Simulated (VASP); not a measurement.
Runs of VASP 6.6.1 on Zn2Bi. The structure is that of space group P6/mmm (No. 191), or close to it. The cells are those of the table. 

| task | cell | k mesh | cutoff (eV) | gap on the mesh (eV) | pressure (GPa) | relaxed volume (Å³/atom) |
| --- | --- | --- | --- | --- | --- | --- |
| single point | a = 4.391, b = 4.391, c = 3.949 Å, angles 90.0, 90.0, 120.0°, 3 atoms | 12 × 12 × 16 | 520 | none | 0.1 | - |
| single point | a = 4.765, b = 4.765, c = 3.029 Å, angles 90.0, 90.0, 120.0°, 3 atoms | 6 × 6 × 6 | 520 | none | (a) | - |
| relaxation of cell and atoms | relaxed from a = 5.035, b = 5.035, c = 3.058 Å, angles 90.0, 90.0, 120.0°, 3 atoms | 12 × 12 × 16 | 600 | none | 0.0 | 21.99 |
| relaxation of cell and atoms | relaxed from a = 4.765, b = 4.765, c = 3.029 Å, angles 90.0, 90.0, 120.0°, 3 atoms | 6 × 6 × 6 | 600 | none | -0.2 | 22.45 |
| single point | a = 5.035, b = 5.035, c = 3.058 Å, angles 90.0, 90.0, 120.0°, 3 atoms | 6 × 6 × 6 | 520 | none | 0.0 | - |

Alike in all rows: level PBE; potentials or basis VASP PAW PBE potentials, release 64 (Zn, Bi_d); no spin polarisation; smearing gaussian 0.1 eV.

Question: Estimate the missing entries.

Answer: (a) 7.8.

Caveats: spin-orbit coupling is left out, which moves the levels of the heavy elements; the cell stands under pressure (at least some runs); a cell axis changed by over 15 % at a fixed basis, so the end point is rough (at least some runs).

A k mesh can miss the band edges, and the runs leave out spin-orbit coupling on Bi.

A gap of «none» marks levels without a gap at the run's occupations.
